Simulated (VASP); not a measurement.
Write the native input for VASP 6.6.1 that does the following.

- Task: relaxation of cell and atoms
- Functional: PBE
- Potentials or basis: VASP PAW PBE potentials, release 64 (In_d, Ga_d, P)
- Cutoff: 600 eV
- k mesh: 6 × 6 × 6
- Occupations: gaussian, width 0.02 eV
- Spin: no spin polarisation
- Dipole correction: no
- Further INCAR settings: ALGO = Normal; EDIFF = 1e-06; IBRION = 2; EDIFFG = -0.01; NSW = 100; ISIF = 3

The structure of In3GaP4 lies in POSCAR:

```
In3GaP4
1.0
    5.8461724619      0.0000000000      0.0000000000
    0.0000000000      5.8461724619      0.0000000000
    0.0000000000      0.0000000000      5.8461724619
In Ga P
3 1 4
Direct
    0.5000000000      0.0000000000      0.5000000000
    0.5000000000      0.5000000000      0.0000000000
    0.0000000000      0.5000000000      0.5000000000
    0.0000000000      0.0000000000      0.0000000000
    0.2390283983      0.7609716017      0.7609716017
    0.2390283983      0.2390283983      0.2390283983
    0.7609716017      0.7609716017      0.2390283983
    0.7609716017      0.2390283983      0.7609716017
```

One way to write it, as run:

INCAR

```
SYSTEM = In3GaP4
PREC = Accurate
ENCUT = 600
EDIFF = 1E-6
ISMEAR = 0
SIGMA = 0.02
LREAL = .FALSE.
LASPH = .TRUE.
NELM = 80
ALGO = Normal
ISIF = 3
LWAVE = .FALSE.
LCHARG = .FALSE.
GGA = PE
IBRION = 2
NSW = 100
EDIFFG = -0.01
```

KPOINTS

```
Automatic mesh
0
G
  6 6 6
  0 0 0
```

Potentials or basis: VASP PAW PBE potentials, release 64 (In_d, Ga_d, P).

Launch:

```sh
$ cat potpaw_PBE.64/In_d/POTCAR potpaw_PBE.64/Ga_d/POTCAR potpaw_PBE.64/P/POTCAR > POTCAR
$ mpirun -np 1 vasp_std > vasp.out
```

It gave:

```yaml
Relaxed_volume: 24.96 Å³/atom
Relaxed_cell: a = 5.845 Å, b = 5.845 Å, c = 5.845 Å, α = 90.00°, β = 90.00°, γ = 90.00°
Space_group_after_relaxing_to_0.1_Å: P-43m (No. 215)
Energy_gained_by_relaxing: 0.0 meV/atom
Ionic_steps: 2
Pressure_after_relaxing: 0.0 GPa
Largest_force_after_relaxing: 0.008 eV/Å
Band_gap_on_the_k_mesh: 0.62 eV
```

Caveat: semilocal functionals underestimate gaps, and a narrow one can read as zero; spin-orbit coupling is left out, which moves the levels of the heavy elements.

It took 5.4 min on 1 thread of AMD EPYC 7R13 (shared host), peak memory 0.43 GiB.
